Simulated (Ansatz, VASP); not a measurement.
**Two plane-wave programs on LiTi12**

```
Ti Li
1.0
     5.90000    0.00000    0.00000
    -4.42500    7.66432    0.00000
     0.00000    0.00000    4.68460
Ti Li
12 1
Cartesian
  -0.0054 0.2999 0.1578
  -0.0578 1.6858 2.4818
  -1.4314 2.5993 0.2014
  -1.4944 4.3206 2.6818
  -2.7646 4.9689 0.3039
  -2.7957 6.9728 2.0352
  2.9734 -0.0539 -0.3336
  2.9119 1.6677 2.1452
  1.5327 2.5802 -0.1338
  1.4786 3.9545 2.1880
  -0.1510 4.9605 0.3137
  -0.1899 6.9626 2.0451
  1.4757 5.9609 3.5046
```

Alike in both runs: functional PBEsol; k mesh 3 × 2 × 4; occupations gaussian, width 0.05 eV; no spin polarisation.

Ansatz relaxed the structure, and its values are those at the end. VASP's run is a single point on that final structure, the one shown.

```csv
,VASP,Ansatz
version,VASP 6.6.1,Ansatz 0.2.0
potentials or method,"VASP PAW PBE potentials, release 64 (Ti_sv, Li_sv), cutoff 520 eV","scalar-relativistic, plane waves, PAW"
valence electrons in the cell,147,147
```

```csv
,VASP,Ansatz,Ansatz less VASP
rms of the force components (eV/Å),0.010,0.009,-0.0017
```

VASP's potentials were made for PBE, not for PBEsol. With one functional, cell and mesh, what is left measures potentials, basis and numerics.

The k mesh is coarse, so the values compare programs but aren't converged. Noted on VASP's run: the cutoff is under 1.25 times that of the potentials, so the pressure is a little rough.
